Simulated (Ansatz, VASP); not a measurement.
Two plane-wave programs on Gd

```
CELL_PARAMETERS angstrom
-2.00798 2.00798 2.00798
2.00798 -2.00798 2.00798
2.00798 2.00798 -2.00798
ATOMIC_POSITIONS crystal
Gd 0.00000 0.00000 0.00000
```

Change from the starting cell: volume scaled by 0.975, PAW files.

Alike in both runs: task electric field gradients; functional PBE; k mesh 14 × 14 × 14; occupations fermi-dirac, width 0.08 eV; collinear spin.

|  | VASP | Ansatz |
| --- | --- | --- |
| version | VASP 6.6.1 | Ansatz 0.2.0 |
| potentials or method | VASP PAW PBE potentials, release 64 (Gd) | PAW with Ansatz's default frozen-core files, scalar-relativistic |
| plane-wave cutoff (eV) | 520 | 420 |
| valence electrons in the cell | 18 | 18 |

```tsv
	VASP	Ansatz	Ansatz less VASP
pressure (GPa)	1.0	1.0	0.00
net moment per atom (μB)	7.61	7.61	-0.007
size of the moment on the site where the two differ most (μB)	7.00	7.32	+0.324
```

Site moments also hang on the region over which each program counts them.

Spin-orbit coupling is off throughout.
